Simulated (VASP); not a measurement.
# Si2Ni (Fm-3m) in VASP: further runs

The runs below take Si2Ni through single point, with PBEsol.

All numbers are computed with VASP 6.6.1; they aren't measurements. Logs are shortened: lines on timing, memory, paths and dates and some standing lists are left out, and cuts for length are marked.

### 1 The cell of the first run

The structure is cubic, space group Fm-3m (No. 225). The conventional cell has a = 5.348 Å, b = 5.348 Å, c = 5.348 Å, α = 90.00°, β = 90.00°, γ = 90.00°. Si (site symmetry -43m) has 4 Ni at 2.32 Å and 6 Si at 2.67 Å within 3.1 Å. Within 3.1 Å of Ni (site symmetry m-3m) lie 8 Si at 2.32 Å.

### 2 Single point, PBEsol

The input, INCAR:

```
SYSTEM = Si2Ni
PREC = Accurate ; ENCUT = 520
EDIFF = 1E-6 ; ISMEAR = -1
SIGMA = 0.1 ; LREAL = .FALSE.
LASPH = .TRUE. ; NELM = 100
ALGO = Normal ; ISIF = 2
LWAVE = .FALSE. ; LCHARG = .FALSE.
GGA = PS ; NBANDS = 16
```

The input, KPOINTS:

```
Automatic mesh
0
G
  14 14 14
  0 0 0
```

The input, POSCAR:

```
Si2Ni
1.0
    0.0000000000      2.6741952932      2.6741952932
    2.6741952932      0.0000000000      2.6741952932
    2.6741952932      2.6741952932      0.0000000000
Si Ni
2 1
Direct
    0.2500000000      0.2500000000      0.2500000000
    0.7500000000      0.7500000000      0.7500000000
    0.0000000000      0.0000000000      0.0000000000
```

Potentials or basis: VASP PAW PBE potentials, release 64 (Si, Ni).

Run with:

```bash
$ cat potpaw_PBE.64/Si/POTCAR potpaw_PBE.64/Ni/POTCAR > POTCAR
$ mpirun -np 1 vasp_std > vasp.out
```

OUTCAR:

```text
SYSTEM = Si2Ni
   PREC = Accurate
   ENCUT = 520
   EDIFF = 1E-6
   ISMEAR = -1
   LREAL = .FALSE.
   LASPH = .TRUE.
   NELM = 100
   ISIF = 2
   GGA = PS

 ion  position               nearest neighbor table
   1  0.250  0.250  0.250-   3 2.32   3 2.32   3 2.32   3 2.32   2 2.67   2 2.67   2 2.67   2 2.67
                             2 2.67   2 2.67
   2  0.750  0.750  0.750-   3 2.32   3 2.32   3 2.32   3 2.32   1 2.67   1 2.67   1 2.67   1 2.67
                             1 2.67   1 2.67
   3  0.000  0.000  0.000-   2 2.32   1 2.32   2 2.32   1 2.32   2 2.32   2 2.32   1 2.32   1 2.32

  LATTYP: Found a face centered cubic cell.
 ALAT       =     5.3483905864

  Lattice vectors:

 A1 = (   0.0000000000,   2.6741952932,   2.6741952932)
 A2 = (   2.6741952932,   0.0000000000,   2.6741952932)
 A3 = (   2.6741952932,   2.6741952932,   0.0000000000)

Analysis of symmetry for initial positions (statically):
=====================================================================
 Subroutine PRICEL returns:
 Original cell was already a primitive cell.

 Routine SETGRP: Setting up the symmetry group for a
 face centered cubic supercell.

 Subroutine GETGRP returns: Found 48 space group operations
 (whereof 48 operations were pure point group operations)
 out of a pool of 48 trial point group operations.

The static configuration has the point symmetry O_h .

Analysis of symmetry for dynamics (positions and initial velocities):
=====================================================================
 Subroutine PRICEL returns:
 Original cell was already a primitive cell.

 Routine SETGRP: Setting up the symmetry group for a
 face centered cubic supercell.

 Subroutine GETGRP returns: Found 48 space group operations
 (whereof 48 operations were pure point group operations)
 out of a pool of 48 trial point group operations.

The dynamic configuration has the point symmetry O_h .

 Subroutine INISYM returns: Found 48 space group operations
 (whereof 48 operations are pure point group operations),
 and found     1 'primitive' translations

----------------------------------------------------------------------------------------

                                     Primitive cell

  volume of cell :      38.2481

  direct lattice vectors                    reciprocal lattice vectors
     0.000000000  2.674195293  2.674195293    -0.186972134  0.186972134  0.186972134
     2.674195293  0.000000000  2.674195293     0.186972134 -0.186972134  0.186972134
     2.674195293  2.674195293  0.000000000     0.186972134  0.186972134 -0.186972134

  length of vectors
     3.781883252  3.781883252  3.781883252     0.323845235  0.323845235  0.323845235

  position of ions in fractional coordinates (direct lattice)
     0.250000000  0.250000000  0.250000000
     0.750000000  0.750000000  0.750000000
     0.000000000  0.000000000  0.000000000

  ion indices of the primitive-cell ions
   primitive index   ion index
                 1           1
                 2           2
                 3           3

----------------------------------------------------------------------------------------

 KPOINTS: Automatic mesh

Automatic generation of k-mesh.
 Grid dimensions read from file:
 generate k-points for:   14   14   14

 Generating k-lattice:

  Cartesian coordinates                     Fractional coordinates (reciprocal lattice)
    -0.013355152  0.013355152  0.013355152     0.071428571  0.000000000  0.000000000
     0.013355152 -0.013355152  0.013355152     0.000000000  0.071428571  0.000000000
     0.013355152  0.013355152 -0.013355152     0.000000000  0.000000000  0.071428571

  Length of vectors
     0.023131803  0.023131803  0.023131803

  Shift w.r.t. Gamma in fractional coordinates (k-lattice)
     0.000000000  0.000000000  0.000000000

 Subroutine IBZKPT returns following result:
 ===========================================

 Found    104 irreducible k-points:

 Following reciprocal coordinates:
            Coordinates               Weight
  0.000000  0.000000  0.000000      1.000000
  0.071429  0.000000  0.000000      8.000000
  0.142857  0.000000  0.000000      8.000000
  0.214286  0.000000  0.000000      8.000000
  0.285714  0.000000  0.000000      8.000000
  0.357143  0.000000  0.000000      8.000000
[... 16 lines left out ...]
  0.214286  0.142857  0.000000     24.000000
  0.285714  0.142857  0.000000     24.000000
 [... further k-points ...]
   k-points           NKPTS =    104   k-points in BZ     NKDIM =    104   number of bands    NBANDS=     16
   number of dos      NEDOS =    301   number of ions     NIONS =      3
   total plane-waves  NPLWV =  21952
   dimension x,y,z NGX =    28 NGY =   28 NGZ =   28
   dimension x,y,z NGXF=    56 NGYF=   56 NGZF=   56
   ions per type =               2   1
   NGX,Y,Z   is equivalent  to a cutoff of  12.31, 12.31, 12.31 a.u.
   NGXF,Y,Z  is equivalent  to a cutoff of  24.62, 24.62, 24.62 a.u.
 SYSTEM =  Si2Ni
   PREC   = accura    normal or accurate (medium, high low for compatibility)
   ISTART =      0    job   : 0-new  1-cont  2-samecut
   ICHARG =      2    charge: 1-file 2-atom 10-const
   ISPIN  =      1    spin polarized calculation?
   LNONCOLLINEAR =      F non collinear calculations
   LSORBIT =      F    spin-orbit coupling
   LASPH  =      T    aspherical Exc in radial PAW
   ENCUT  =  520.0 eV  38.22 Ry    6.18 a.u.   7.03  7.03  7.03*2*pi/ulx,y,z
   NELM   =    100;   NELMIN=  2; NELMDL= -5     # of ELM steps
   EDIFF  = 0.1E-05   stopping-criterion for ELM
   LREAL  =      F    real-space projection
   EDIFFG = 0.1E-04   stopping-criterion for IOM
   NSW    =      0    number of steps for IOM
   IBRION =     -1    ionic relax: 0-MD 1-quasi-New 2-CG
   NFREE  =      0    steps in history (QN), initial steepest desc. (CG)
   ISIF   =      2    stress and relaxation
   ISYM   =      2    0-nonsym 1-usesym 2-fastsym
   POTIM  = 0.5000    time-step for ionic-motion
   TEBEG  =    0.0;   TEEND  =   0.0 temperature during run
   PSTRESS=    0.0 pullay stress
   NELECT =      18.0000    total number of electrons
   NUPDOWN=      -1.0000    fix difference up-down
   EMIN   =  10.00;   EMAX   =-10.00  energy-range for DOS
   EFERMI =   0.00;   METHOD = LEGACY
   ISMEAR =    -1;   SIGMA  =   0.10  broadening in eV -4-tet -1-fermi 0-gaus
   EFERMI_NEDOS =   21; number of points for ismear=-14 and -15
   IALGO  =     38    algorithm
   IMIX   =      4    mixing-type and parameters
     AMIX     =   0.40;   BMIX     =  1.00
     AMIX_MAG =   1.60;   BMIX_MAG =  1.00
  volume/ion in A,a.u.               =      12.75        86.04
  Fermi-wavevector in a.u.,A,eV,Ry     =   1.273393  2.406364 22.062260  1.621530
  Thomas-Fermi vector in A             =   2.406219
   LORBIT       =      0    0 simple, 1 ext, 2 COOP (PROOUT), +10 PAW based schemes
   GGA     = PS    functional components
   LHFCALC =     F    Hartree Fock is set to
   AEXX    =    0.0000 exact exchange contribution
   IVDW    =     0    specifies the selected vdW correction
   LEPSILON=     F    determine dielectric tensor
   LRPA    =     F    only Hartree local field effects (RPA)
 non-spin polarized calculation
  energy-cutoff  :      520.00
  volume of cell :       38.25
 maximum number of plane-waves:      1056
   NGX = 13   NGY = 13   NGZ = 13

 number of electron      17.9999990 magnetization

 Free energy of the ion-electron system (eV)
  ---------------------------------------------------
  ext. energy  EPLUGINS =         0.00000000
  ---------------------------------------------------
  free energy    TOTEN  =       -18.98378444 eV

  energy without entropy =      -18.95500178  energy(sigma->0) =      -18.96939311

 E-fermi :  10.8764     XC(G=0): -11.8461

 val. band max:       10.8640393674   @ k =   0.3571   0.2857   0.0714
 cond. band min:      10.8874753209   @ k =  -0.2143   0.1429   0.0000
 fundamental gap:      0.0234359535
 Fermi energy:        10.8764122816

 k-point     1 :       0.0000    0.0000    0.0000
  band No.  band energies     occupation
      1      -3.3200      2.00000
      2       5.4122      2.00000
      3       5.4122      2.00000
      4       5.4122      2.00000
      5       7.1404      2.00000
      6       7.1404      2.00000
[... 8 lines left out ...]
     15      15.6253      0.00000
     16      15.6253      0.00000

 k-point     2 :       0.0714    0.0000    0.0000
  band No.  band energies     occupation
      1      -3.2424      2.00000
      2       5.2656      2.00000
      3       5.4370      2.00000
      4       5.4370      2.00000
      5       7.1252      2.00000
      6       7.1252      2.00000
[... 8 lines left out ...]
     15      15.2819      0.00000
     16      15.4745      0.00000

 k-point     3 :       0.1429    0.0000    0.0000
  band No.  band energies     occupation
      1      -3.0104      2.00000
      2       4.8426      2.00000
      3       5.5068      2.00000
      4       5.5068      2.00000
      5       7.0892      2.00000
      6       7.0892      2.00000
[... 8 lines left out ...]
     15      15.0748      0.00000
     16      15.4857      0.00000

 k-point     4 :       0.2143    0.0000    0.0000
  band No.  band energies     occupation
      1      -2.6271      2.00000
      2       4.1775      2.00000
      3       5.6058      2.00000
      4       5.6058      2.00000
      5       7.0595      2.00000
      6       7.0595      2.00000
[... 8 lines left out ...]
     15      15.7829      0.00000
     16      16.5635      0.00000
[... 324 lines left out ...]
 k-point    22 :       0.1429    0.1429    0.0000
  band No.  band energies     occupation
      1      -2.9072      2.00000
      2       4.9045      2.00000
      3       5.4570      2.00000
      4       5.4570      2.00000
      5       6.8684      2.00000
      6       7.2186      2.00000
[... 8 lines left out ...]
     15      16.2614      0.00000
     16      16.2614      0.00000

 k-point    23 :       0.2143    0.1429    0.0000
  band No.  band energies     occupation
      1      -2.6259      2.00000
      2       4.5404      2.00000
      3       5.5031      2.00000
      4       5.5282      2.00000
      5       6.7183      2.00000
      6       7.2485      2.00000
[... 8 lines left out ...]
     15      16.9522      0.00000
     16      17.0686      0.00000

 k-point    24 :       0.2857    0.1429    0.0000
  band No.  band energies     occupation
      1      -2.1958      2.00000
      2       3.9262      2.00000
      3       5.5822      2.00000
      4       5.6223      2.00000
      5       6.5957      2.00000
      6       7.2791      2.00000
[... 8 lines left out ...]
     15      17.9596      0.00000
     16      18.2403      0.00000

 [... further k-points ...]

------------------------ aborting loop because EDIFF is reached ----------------------------------------

  FORCE on cell =-STRESS in cart. coord.  units (eV):
  Direction    XX          YY          ZZ          XY          YZ          ZX
  --------------------------------------------------------------------------------------
  -------------------------------------------------------------------------------------
  Total        0.9648863      0.9648863      0.9648863      0.0000000      0.0000000     -0.0000000
  in kB       40.4182389     40.4182389     40.4182389      0.0000000      0.0000000     -0.0000000
  external PRESSURE =      40.4182389 kB  Pullay stress =       0.0000000 kB

 VOLUME and BASIS-vectors are now :
 -----------------------------------------------------------------------------
  energy-cutoff  :      520.00
  volume of cell :       38.25
      direct lattice vectors                 reciprocal lattice vectors
     0.000000000  2.674195293  2.674195293    -0.186972134  0.186972134  0.186972134
     2.674195293  0.000000000  2.674195293     0.186972134 -0.186972134  0.186972134
     2.674195293  2.674195293  0.000000000     0.186972134  0.186972134 -0.186972134

 POSITION                                       TOTAL-FORCE (eV/Angst)
 -----------------------------------------------------------------------------------
      1.33710      1.33710      1.33710        -0.000000      0.000000      0.000000
      4.01129      4.01129      4.01129         0.000000     -0.000000     -0.000000
      0.00000      0.00000      0.00000        -0.000000      0.000000      0.000000
 -----------------------------------------------------------------------------------
    total drift:                               -0.000000     -0.000000      0.000000

  FREE ENERGIE OF THE ION-ELECTRON SYSTEM (eV)
  ---------------------------------------------------
  free  energy   TOTEN  =       -18.9837844427 eV

  energy  without entropy=      -18.9550017827  energy(sigma->0) =      -18.96939311
```

Wall time 60 s (1 thread of Intel Xeon Platinum 8375C at 2.90GHz (Ice Lake), shared host); peak memory 0.2 GiB.

What came out:

```yaml
Free_energy: -18.9838 eV
Pressure: 4.0 GPa
Band_gap_on_the_k_mesh: zero (bands 9 and 10 overlap by 2.13 eV)
```

Caveat: the cell stands under pressure; the PAW data sets were made with another functional, which shifts forces and pressure a little. Spin polarisation is off, so any magnetic state and its effect on volume and gap are missing.

### 3 Single point, PBEsol

This run uses another cell than the first one, of 12.90 Å³/atom.

The input, INCAR:

```
SYSTEM = Si2Ni
  PREC = Accurate
  ENCUT = 520
  EDIFF = 1E-7
  ISMEAR = -1
  SIGMA = 0.1
  LREAL = .FALSE.
  LASPH = .TRUE.
  NELM = 100
  ALGO = Normal
  ISIF = 2
  LWAVE = .FALSE.
  LCHARG = .FALSE.
  GGA = PS
  NBANDS = 16
```

The input, KPOINTS:

```
regular mesh
0
G
  14 14 14
  0 0 0
```

The input, POSCAR:

```
Si2Ni
1.0
    0.0000000000      2.6844704912      2.6844704912
    2.6844704912      0.0000000000      2.6844704912
    2.6844704912      2.6844704912      0.0000000000
Si Ni
2 1
Direct
    0.2500000000      0.2500000000      0.2500000000
    0.7500000000      0.7500000000      0.7500000000
    0.0000000000      0.0000000000      0.0000000000
```

Potentials or basis: VASP PAW PBE potentials, release 64 (Si, Ni).

Run with:

```bash
$ cat potpaw_PBE.64/Si/POTCAR potpaw_PBE.64/Ni/POTCAR > POTCAR
$ mpirun -np 1 vasp_std > vasp.out
```

OUTCAR:

```text
SYSTEM = Si2Ni
   PREC = Accurate
   ENCUT = 520
   EDIFF = 1E-7
   ISMEAR = -1
   LREAL = .FALSE.
   LASPH = .TRUE.
   NELM = 100
   ISIF = 2
   GGA = PS

 ion  position               nearest neighbor table
   1  0.250  0.250  0.250-   3 2.32   3 2.32   3 2.32   3 2.32   2 2.68   2 2.68   2 2.68   2 2.68
                             2 2.68   2 2.68
   2  0.750  0.750  0.750-   3 2.32   3 2.32   3 2.32   3 2.32   1 2.68   1 2.68   1 2.68   1 2.68
                             1 2.68   1 2.68
   3  0.000  0.000  0.000-   2 2.32   2 2.32   2 2.32   1 2.32   2 2.32   1 2.32   1 2.32   1 2.32

[... 652 lines left out ...]
  Direction    XX          YY          ZZ          XY          YZ          ZX
  --------------------------------------------------------------------------------------
  -------------------------------------------------------------------------------------
  Total        0.5161651      0.5161651      0.5161651     -0.0000000     -0.0000000      0.0000000
  in kB       21.3743682     21.3743682     21.3743682     -0.0000000     -0.0000000      0.0000000
  external PRESSURE =      21.3743682 kB  Pullay stress =       0.0000000 kB

 VOLUME and BASIS-vectors are now :
 -----------------------------------------------------------------------------
  energy-cutoff  :      520.00
  volume of cell :       38.69
      direct lattice vectors                 reciprocal lattice vectors
     0.000000000  2.684470491  2.684470491    -0.186256471  0.186256471  0.186256471
     2.684470491  0.000000000  2.684470491     0.186256471 -0.186256471  0.186256471
     2.684470491  2.684470491  0.000000000     0.186256471  0.186256471 -0.186256471

 POSITION                                       TOTAL-FORCE (eV/Angst)
 -----------------------------------------------------------------------------------
      1.34224      1.34224      1.34224        -0.000000     -0.000000     -0.000000
      4.02671      4.02671      4.02671         0.000000      0.000000      0.000000
      0.00000      0.00000      0.00000        -0.000000      0.000000     -0.000000
 -----------------------------------------------------------------------------------
    total drift:                               -0.000000     -0.000000      0.000000

  FREE ENERGIE OF THE ION-ELECTRON SYSTEM (eV)
  ---------------------------------------------------
  free  energy   TOTEN  =       -18.9924262864 eV

  energy  without entropy=      -18.9637568040  energy(sigma->0) =      -18.97809155
```

stdout:

```text
POSCAR found type information on POSCAR SiNi
 POSCAR found :  2 types and       3 ions
 scaLAPACK will be used
 -----------------------------------------------------------------------------
|                                                                             |
|                                                                             |
|     You enforced a specific xc type in the INCAR file but a different       |
|     I HOPE YOU KNOW WHAT YOU ARE DOING!                                     |
|                                                                             |
 -----------------------------------------------------------------------------

 LDA part: xc-table for (Slater+PW92), standard interpolation
 POSCAR, INCAR and KPOINTS ok, starting setup
 FFT: planning ... GRIDC
 FFT: planning ... GRID_SOFT
 FFT: planning ... GRID
 WAVECAR not read
 entering main loop
```

Run time: 75 s. Hardware: 1 thread of Intel Xeon Platinum 8375C at 2.90GHz (Ice Lake), shared host; peak memory 0.2 GiB.

What came out:

* Free energy: -18.9924 eV
* Pressure: 2.1 GPa
* Band gap on the k mesh: zero (bands 9 and 10 overlap by 2.13 eV)

Levels at points of the mesh, in eV from the Fermi level:
```
           k point  band 6  band 7  band 8  band 9  band 10  band 11  band 12  band 13
(0.00, 0.00, 0.00)   -3.66   -0.13    1.72    1.72     1.72     2.20     2.20     2.20
(0.50, 0.00, 0.00)   -3.47   -3.47   -1.51   -1.51     1.76     1.80     1.80     2.71
(0.50, 0.50, 0.00)   -3.76   -3.76   -3.58   -3.24    -0.41     1.28     7.73     8.46
```

Caveat: the PAW data sets were made with another functional, which shifts forces and pressure a little. Spin polarisation is off, so any magnetic state and its effect on volume and gap are missing.
